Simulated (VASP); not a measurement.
Set up this calculation in VASP 6.6.1, as the native input.

| Property | Result |
| --- | --- |
| Task | single point |
| Functional | PBE |
| Dispersion | D3(BJ) |
| Potentials or basis | VASP PAW PBE potentials, release 64 (O, H, S) |
| Cutoff | 520 eV |
| k mesh | 1 × 1 × 1 |
| Occupations | fermi-dirac, width 0.05 eV |
| Spin | no spin polarisation |
| Dipole correction | no |
| Further INCAR settings | LREAL = Auto; ALGO = Normal; EDIFF = 1e-06; NBANDS = 60 |

The structure of H16SO10 lies in POSCAR:

```
H16SO10
1.0
    6.3096690000      0.0000000000      0.0000000000
    0.0000000000      6.3096690000      0.0000000000
    0.0000000000      0.0000000000      6.3096690000
O H S
10 16 1
Direct
    0.6580535366      0.0638068336      0.5898090692
   -0.0574990542      0.0171165873      0.1608166768
    0.1769823425      0.3692428240      0.1818637396
    0.6037083720      0.3259283490     -0.0876749636
    0.4624965272      1.0074696470      0.1168682541
    0.9091602111      0.4936550554      0.6551373773
    0.0796872229      0.1015267203      0.5526280380
    0.2961645056      0.6426961541      0.8623748726
    0.7207509617      0.5652118994      0.2533730375
    0.4081513626      0.6766282035      0.4382797259
    0.6070524460      0.1381371986      0.7141103598
    0.8053354304      0.0348037274      0.6209200514
   -0.0285117967      0.1499761715      0.0802736245
   -0.0027418237     -0.0983252846      0.0864546143
    0.1808652720      0.4701038993      0.0551059018
    0.2427702626      0.4661575750      0.2782713325
    0.4382321798      0.3696548900     -0.0839346723
    0.6559298118      0.4013047277      0.0359923793
    0.3720163451      1.1408205407      0.1599291500
    0.5880974105      1.0723066456      0.0733160487
    0.8888897342      0.4517828114      0.5128161240
    0.8205977207      0.4083573956      0.7428440383
    0.0526018084      0.2528024846      0.5421995987
    0.0329018844      0.0828094152      0.4067566777
    0.2611071991      0.6563577265      0.7024932687
    0.3517300194      0.7777904039      0.9204603284
    0.6266097318      0.7447617300      0.3773098082
```

The input as run:

INCAR

```
PREC = Accurate
ENCUT = 520
EDIFF = 1E-6
ISMEAR = -1
SIGMA = 0.05
LREAL = Auto
LASPH = T
NELM = 100
ALGO = Normal
ISIF = 2
LWAVE = F
LCHARG = F
GGA = PE
IVDW = 12
NBANDS = 60
```

KPOINTS

```
Automatic mesh
0
Gamma
  1 1 1
```

Potentials or basis: VASP PAW PBE potentials, release 64 (O, H, S).

The run is started by

```sh
$ cat potpaw_PBE.64/O/POTCAR potpaw_PBE.64/H/POTCAR potpaw_PBE.64/S/POTCAR > POTCAR
$ mpirun -np 1 vasp_gam > vasp.out
```

It gave:

```yaml
Pressure: 2.0 GPa
Largest_force: 3.578 eV/Å
Band_gap_on_the_k_mesh: 2.45 eV
Dispersion_energy_per_atom: -0.049 eV
```

Caveat: the k points lie up to 1.00 Å⁻¹ apart.

It took 26 s on 1 thread of Intel(R) Xeon(R) Platinum 8488C (Sapphire Rapids), on a shared host, peak memory 0.3 GiB.
